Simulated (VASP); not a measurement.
Here is a VASP 6.6.1 calculation.

File INCAR:

```
SYSTEM = Ca
ALGO = Normal
EDIFF = 1E-6
ENCUT = 520
GGA = PE
ISIF = 2
ISMEAR = 0
LASPH = .True.
LCHARG = .False.
LREAL = .False.
LWAVE = .False.
NBANDS = 11
NELM = 100
PREC = Accurate
SIGMA = 0.15
```

The input KPOINTS:

```
k-points
0
Gamma
  14 14 14
  0 0 0
```

Contents of POSCAR:

```
Ca
1.0
    0.0000000000      3.0177360000      2.5706640000
    3.0177360000      0.0000000000      2.5706640000
    3.0177360000      3.0177360000      0.0000000000
Ca
1
Direct
    0.0000000000      0.0000000000      0.0000000000
```

Potentials or basis: VASP PAW PBE potentials, release 64 (Ca_sv).

Command:

```bash
$ cat potpaw_PBE.64/Ca_sv/POTCAR > POTCAR
$ mpirun -np 1 vasp_std > vasp.out
```

Q: What does it give for the band gap on the k mesh?

A: Zero (band 5 reaches 1.81 eV, above the bottom of band 6 at 1.38 eV).

Q: Estimate the pressure.

A: -1.5 GPa.

Stress tensor (GPa, compression positive):
```
-1.61  0.00  0.00
 0.00 -1.61  0.00
 0.00  0.00 -1.28
```

Caveat: the cell differs from its parent crystal (strain +0.080 along x and y, -0.080 along z).
